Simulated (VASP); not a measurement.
# Sb in VASP: a series of runs, part 2 of 2

VASP 6.6.1.

## (4) Relaxation of cell and atoms, PBE

This run uses another cell than the first one, of 30.40 Å³/atom, 1.011 times its volume.

Contents of INCAR:

```
PREC = Accurate
ENCUT = 600
EDIFF = 1E-6
ISMEAR = 0
SIGMA = 0.1
LREAL = False
LASPH = True
NELM = 100
ALGO = Normal
ISIF = 3
LWAVE = False
LCHARG = False
GGA = PE
IBRION = 2
NSW = 100
EDIFFG = -0.01
```

Contents of KPOINTS:

```
Automatic mesh
0
Gamma
  18 18 18
```

Contents of POSCAR:

```
Sb
1.0
    3.0810174578      0.0000000000      0.0000000000
    0.0000000000      3.0810174578      0.0000000000
    0.0000000000      0.0000000000      3.2029513274
Sb
1
Direct
    0.0000000000      0.0000000000      0.5000000000
```

Run with:

```
$ cat potpaw_PBE.64/Sb/POTCAR > POTCAR
$ mpirun -np 1 vasp_std > vasp.out
```

It took 97 s on 1 thread of AMD EPYC 9R45 (Zen 5), shared host; peak memory 0.25 GiB.

It converged, with:

```
Free energy                            : -4.0939 eV
Relaxed volume                         : 30.05 Å³/atom
Relaxed cell                           : a = 3.109 Å, b = 3.109 Å, c = 3.109 Å, α = 90.00°, β = 90.00°, γ = 90.00°
Space group after relaxing (to 0.05 Å) : Pm-3m (No. 221)
Energy gained by relaxing              : 10.8 meV/atom
Ionic steps                            : 5
Pressure after relaxing                : 0.0 GPa
```

Step by step:
```csv
step,energy change (eV),largest force (eV/Å),pressure (GPa),volume (Å³)
1,0.0000,0.0000,-0.55,30.40
2,-0.0106,0.0000,0.22,29.93
3,-0.0106,0.0000,0.25,29.92
4,-0.0107,0.0000,-0.11,30.11
5,-0.0108,0.0000,0.01,30.05
```

Final structure:
```cif
data_structure
_symmetry_space_group_name_H-M 'P 1'
_symmetry_Int_Tables_number 1
_cell_length_a 3.1089
_cell_length_b 3.1089
_cell_length_c 3.1088
_cell_angle_alpha 90.000
_cell_angle_beta 90.000
_cell_angle_gamma 90.000
_cell_volume 30.05
loop_
_atom_site_label
_atom_site_type_symbol
_atom_site_fract_x
_atom_site_fract_y
_atom_site_fract_z
_atom_site_occupancy
Sb1 Sb 0.00000 0.00000 0.50000 1
```

Levels at points of the mesh, in eV from the Fermi level:
| k point | band 1 | band 2 | band 3 | band 4 | band 5 | band 6 |
| --- | --- | --- | --- | --- | --- | --- |
| (0.00, 0.00, 0.00) | -12.36 | 3.22 | 3.22 | 3.22 | 6.88 | 6.88 |
| (0.50, 0.00, 0.00) | -9.97 | -5.56 | 5.20 | 5.20 | 8.95 | 10.55 |
| (0.50, 0.50, 0.00) | -7.43 | -3.53 | -3.53 | 2.18 | 7.22 | 12.75 |
| (0.00, 0.00, 0.50) | -9.97 | -5.56 | 5.20 | 5.20 | 8.95 | 10.55 |
| (0.50, 0.00, 0.50) | -7.43 | -3.53 | -3.53 | 2.18 | 7.22 | 12.75 |
| (0.50, 0.50, 0.50) | -4.60 | -1.63 | -1.63 | -1.63 | 4.81 | 4.81 |

Caveat: spin-orbit coupling is left out, which moves the levels of the heavy elements.

## (5) Single point, PBE

This run uses another cell than the first one: it holds 4 atoms, not 1.

Contents of INCAR:

```
PREC     = Accurate       # precision mode
ENCUT    = 520            # plane-wave cutoff, eV
EDIFF    = 1E-6           # SCF threshold, eV
ISMEAR   = 0              # smearing method
SIGMA    = 0.2            # smearing width, eV
LREAL    = F              # projectors in reciprocal space
LASPH    = T              # aspherical terms in the spheres
NELM     = 100            # most SCF steps
ALGO     = Normal         # electronic algorithm
ISIF     = 2              # what is computed and relaxed
LWAVE    = F              # write WAVECAR
LCHARG   = T              # write CHGCAR
GGA      = PE             # functional
LELF     = T              # ELF
LVHAR    = T            
NBANDS   = 18             # bands
```

Contents of KPOINTS:

```
Automatic mesh
0
Gamma
  8 4 4
```

Contents of POSCAR:

```
Sb
1.0
    3.1158711792      0.0074244771      0.0155774399
    0.0143813772      6.2289663215     -0.0115599179
    0.0296012148     -0.0114602126      6.2306700866
Sb
4
Direct
    0.0001989544     -0.0008867102      0.2497560878
   -0.0004666706     -0.0007157733      0.7500186261
   -0.0010449951      0.5004144660      0.2488209471
    0.0013127113      0.5011880175      0.7514043390
```

Run with:

```
$ cat potpaw_PBE.64/Sb/POTCAR > POTCAR
$ mpirun -np 1 vasp_std > vasp.out
```

Wall time 43 s (1 thread of AMD EPYC 9R45 (Zen 5), shared host); peak memory 0.25 GiB.

It converged, with:

```yaml
Free_energy: -16.3360 eV
Pressure: -0.1 GPa
Largest_force: 0.011 eV/Å
Band_gap_on_the_k_mesh: zero (band 10 reaches 10.17 eV, above the bottom of band 11 at 5.01 eV)
```

Forces on the atoms (eV/Å):
```
Sb  -0.001  0.004  0.000
Sb   0.001  0.005  0.001
Sb   0.002 -0.003  0.008
Sb  -0.002 -0.006 -0.009
```

Levels at points of the mesh, in eV from the Fermi level:
```
           k point  band 7  band 8  band 9  band 10  band 11  band 12  band 13  band 14
(0.00, 0.00, 0.00)   -3.45   -3.41    2.28     3.25     3.29     3.30     5.22     5.23
(0.50, 0.00, 0.00)   -3.46   -3.40   -3.38    -1.60    -1.57    -1.48     2.28     2.28
(0.00, 0.50, 0.00)   -1.92   -1.87    0.22     0.28     4.05     4.08     4.09     4.13
(0.50, 0.50, 0.00)   -2.73   -2.70   -2.62    -2.59     0.22     0.28     2.38     2.45
(0.00, 0.00, 0.50)   -1.92   -1.88    0.22     0.28     4.06     4.09     4.09     4.12
(0.50, 0.00, 0.50)   -2.70   -2.67   -2.64    -2.62     0.22     0.27     2.38     2.45
(0.00, 0.50, 0.50)   -1.26   -1.22   -0.90    -0.87    -0.84    -0.81     4.87     4.90
(0.50, 0.50, 0.50)   -3.84   -3.81    0.61     0.66     0.69     0.73     1.48     1.51
```

Caveat: spin-orbit coupling is left out, which moves the levels of the heavy elements.

## (6) Single point, PBE

This run uses another cell than the first one: it holds 2 atoms, not 1.

Contents of INCAR:

```
ALGO = Normal
EDIFF = 1E-6
ENCUT = 500
GGA = PE
GGA_COMPAT = False
ISIF = 2
ISMEAR = 0
LASPH = True
LCHARG = False
LREAL = False
LWAVE = False
NBANDS = 12
NELM = 120
PREC = Accurate
SIGMA = 0.1
```

Contents of KPOINTS:

```
k-points
0
Gamma
  6 6 4
```

Contents of POSCAR:

```
Sb
1.0
    3.0810174578      0.0000000000      0.0000000000
    0.0000000000      3.0810174578      0.0000000000
    0.0000000000      0.0000000000      6.4059026549
Sb
2
Direct
    0.0000000000      0.0000000000      0.7505299889
    0.0000000000      0.0000000000      0.2494700111
```

Potentials or basis: VASP PAW PBE potentials, release 64 (Sb).

Run with:

```
$ cat potpaw_PBE.64/Sb/POTCAR > POTCAR
$ mpirun -np 1 vasp_std > vasp.out
```

Run time: 20 s. Hardware: 1 thread of AMD EPYC 7R13, shared host; peak memory 0.14 GiB.

The run converged. Its results:

| Quantity | Value |
| --- | --- |
| Free energy | -8.2576 eV |
| Pressure | 0.1 GPa |
| Largest force | 0.023 eV/Å |
| Band gap on the k mesh | zero (band 5 reaches 11.18 eV, above the bottom of band 6 at 4.20 eV) |

Forces in eV/Å, atoms in the order of the input:
```
Sb   0.000  0.000 -0.023
Sb   0.000  0.000  0.023
```

Stress tensor (GPa, compression positive):
```
 0.26  0.00  0.00
 0.00  0.26  0.00
 0.00  0.00 -0.14
```

Levels at points of the mesh, in eV from the Fermi level:
| k point | band 1 | band 2 | band 3 | band 4 | band 5 | band 6 | band 7 | band 8 | band 9 | band 10 |
| --- | --- | --- | --- | --- | --- | --- | --- | --- | --- | --- |
| (0.00, 0.00, 0.00) | -12.43 | -10.40 | -5.55 | 2.35 | 3.39 | 3.39 | 5.08 | 5.08 | 6.32 | 6.96 |
| (0.50, 0.00, 0.00) | -9.91 | -7.76 | -5.68 | -3.94 | -3.39 | 2.05 | 4.42 | 5.49 | 7.20 | 8.70 |
| (0.50, 0.50, 0.00) | -7.22 | -4.80 | -3.58 | -3.58 | -1.96 | -1.96 | -1.35 | 2.11 | 4.46 | 4.79 |
| (0.00, 0.00, 0.50) | -11.67 | -11.65 | -2.40 | -2.37 | 4.09 | 4.09 | 4.11 | 4.11 | 7.58 | 7.60 |
| (0.50, 0.00, 0.50) | -9.13 | -9.10 | -4.98 | -4.96 | -0.14 | -0.10 | 4.75 | 4.76 | 6.20 | 6.23 |
| (0.50, 0.50, 0.50) | -6.40 | -6.37 | -2.91 | -2.91 | -2.89 | -2.89 | 2.13 | 2.18 | 2.88 | 2.90 |

Caveat: spin-orbit coupling is left out, which moves the levels of the heavy elements.

## (7) Single point, PBE

This run uses another cell than the first one: it holds 4 atoms, not 1.

Contents of INCAR:

```
SYSTEM = Sb
ALGO = Normal ; EDIFF = 1E-6
ENCUT = 500 ; GGA = PE
GGA_COMPAT = .FALSE. ; ISIF = 2
ISMEAR = 0 ; LASPH = .TRUE.
LCHARG = .TRUE. ; LELF = .TRUE.
LREAL = .FALSE. ; LVHAR = .TRUE.
LWAVE = .FALSE. ; NBANDS = 18
NELM = 120 ; PREC = Accurate
SIGMA = 0.2
```

Contents of KPOINTS:

```
k-points
0
G
  8 4 4
  0 0 0
```

Contents of POSCAR:

```
Sb
1.0
    3.1095642288      0.0000000000      0.0000000000
    0.0000000000      6.2191284575      0.0000000000
    0.0000000000      0.0000000000      6.2192955650
Sb
4
Direct
    0.0000000000      0.0000000000      0.2500000000
    0.0000000000      0.0000000000      0.7500000000
    0.0000000000      0.5000000000      0.2500000000
    0.0000000000      0.5000000000      0.7500000000
```

Run with:

```
$ cat potpaw_PBE.64/Sb/POTCAR > POTCAR
$ mpirun -np 1 vasp_std > vasp.out
```

Wall time 82 s (1 thread of AMD EPYC 7R13, shared host); peak memory 0.22 GiB.

Results (log left out):

```
Free energy            : -16.3359 eV
Pressure               : 0.2 GPa
Band gap on the k mesh : zero (band 10 reaches 10.28 eV, above the bottom of band 11 at 5.04 eV)
```

Levels at points of the mesh, in eV from the Fermi level:
```tsv
k point	band 7	band 8	band 9	band 10	band 11	band 12	band 13	band 14
(0.00, 0.00, 0.00)	-3.46	-3.46	2.26	3.29	3.29	3.29	5.27	5.27
(0.50, 0.00, 0.00)	-3.46	-3.46	-3.46	-1.56	-1.56	-1.56	2.26	2.26
(0.00, 0.50, 0.00)	-1.91	-1.91	0.25	0.25	4.11	4.11	4.11	4.11
(0.50, 0.50, 0.00)	-2.68	-2.68	-2.68	-2.68	0.25	0.25	2.44	2.44
(0.00, 0.00, 0.50)	-1.91	-1.91	0.25	0.25	4.11	4.11	4.11	4.11
(0.50, 0.00, 0.50)	-2.68	-2.68	-2.68	-2.68	0.25	0.25	2.44	2.44
(0.00, 0.50, 0.50)	-1.29	-1.29	-0.86	-0.86	-0.86	-0.86	4.94	4.94
(0.50, 0.50, 0.50)	-3.87	-3.87	0.68	0.68	0.68	0.68	1.55	1.55
```

Caveat: spin-orbit coupling is left out, which moves the levels of the heavy elements.

## (8) The runs side by side

```csv
task,cell,k mesh,cutoff (eV),smearing,gap on the mesh (eV),pressure (GPa),largest force (eV/Å)
single point,"a = 3.110 Å, 1 atom",18 × 18 × 18,520,gaussian 0.1 eV,none,0.0,-
relaxation of cell and atoms,"relaxed from a = 3.081, b = 3.081, c = 3.203 Å, 1 atom",18 × 18 × 18,600,gaussian 0.1 eV,none,0.0,-
single point,"a = 3.116, b = 6.229, c = 6.231 Å, angles 90.2, 89.4, 89.7°, 4 atoms",8 × 4 × 4,520,gaussian 0.2 eV,none,-0.1,0.01
single point,"a = 3.081, b = 3.081, c = 6.406 Å, 2 atoms",6 × 6 × 4,500,gaussian 0.1 eV,none,0.1,0.02
single point,"a = 3.110, b = 6.219, c = 6.219 Å, 4 atoms",8 × 4 × 4,500,gaussian 0.2 eV,none,0.2,-
```

Alike in all rows: level PBE; potentials or basis VASP PAW PBE potentials, release 64 (Sb); no spin polarisation.

Caveats: spin-orbit coupling is left out, which moves the levels of the heavy elements.

Total energies depend on the potentials used, so only differences within one code and one set of settings carry meaning.
